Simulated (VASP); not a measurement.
The system is BaZrO3.

```
Ba Zr O
1.0
     4.22716    0.00000    0.00000
     0.00000    4.22716    0.00000
     0.00000    0.00000    4.22716
Ba Zr O
1 1 3
Direct
  0.00000 0.00000 0.00000
  0.50000 0.50000 0.50000
  0.00000 0.50000 0.50000
  0.50000 0.00000 0.50000
  0.50000 0.50000 0.00000
```

| Quantity | Value |
| --- | --- |
| Program | VASP 6.6.1 |
| Task | relaxation of cell and atoms |
| Functional | LDA |
| Potentials or basis | VASP PAW LDA potentials, release 64 (Ba_sv, Zr_sv, O) |
| Cutoff | 600 eV |
| k mesh | 6 × 6 × 6 |
| Occupations | fermi-dirac, width 0.02 eV |
| Spin | no spin polarisation |

At the start: pressure -7.8 GPa; volume 15.11 Å³/atom.

Where does the relaxation end?

Over 5 steps the energy falls by 18.6 meV/atom and the volume is 14.38 Å³/atom (-4.8 %); space group Pm-3m (No. 221, to 0.1 Å) before and after.

The path:
```
step  energy change (eV)  largest force (eV/Å)  pressure (GPa)  volume (Å³)
   1              0.0000                0.0000           -7.79        75.53
   2              0.0470                0.0000           11.62        67.79
   3             -0.0931                0.0000           -0.12        71.91
   4             -0.0931                0.0000            0.06        71.84
   5             -0.0931                0.0000           -0.04        71.89
```

Final structure:
```
Ba Zr O
1.0
     4.15809    0.00000    0.00000
     0.00000    4.15809    0.00000
     0.00000    0.00000    4.15809
Ba Zr O
1 1 3
Cartesian
  4.1581 4.1581 0.0000
  2.0790 2.0790 2.0790
  0.0000 2.0790 2.0790
  2.0790 0.0000 2.0790
  2.0790 2.0790 0.0000
```
